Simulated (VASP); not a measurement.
Input of a VASP 6.6.1 run:

INCAR

```
SYSTEM = Li
ALGO = Fast
EDIFF = 1E-7
ENCUT = 520
GGA = PE
ISIF = 2
ISMEAR = 0
IVDW = 12
LASPH = .True.
LCHARG = .True.
LELF = .True.
LREAL = .False.
LVHAR = .True.
LWAVE = .False.
NBANDS = 10
NELM = 80
PREC = Accurate
SIGMA = 0.15
```

File KPOINTS:

```
k-points
0
Gamma
  16 16 12
  0 0 0
```

POSCAR

```
Li
1.0
    0.0000000000     -2.0886081792     -2.0886081792
    0.0000000000      2.0886081792     -2.0886081792
    4.1772163584      0.0000000000      0.0000000000
Li
2
Direct
    0.6627878332      0.4593030417      0.5000000000
   -0.1627878332      0.0406969583      0.0000000000
```

Potentials or basis: VASP PAW PBE potentials, release 64 (Li_sv).

Launch:

```bash
$ cat potpaw_PBE.64/Li_sv/POTCAR > POTCAR
$ mpirun -np 1 vasp_std > vasp.out
```

Predict the dispersion energy per atom.

-0.190 eV.

Predict the largest force.

0.454 eV/Å.

Predict the band gap on the k mesh.

zero (band 3 reaches 3.71 eV, above the bottom of band 4 at -1.18 eV).

Forces on the atoms (eV/Å):
```
Li   0.000  0.450  0.062
Li   0.000 -0.450 -0.062
```

Caveat: the cell differs from its parent crystal (mode 4 frozen in at -0.425 Å and mode 5 at -0.255 Å (largest displacements)).
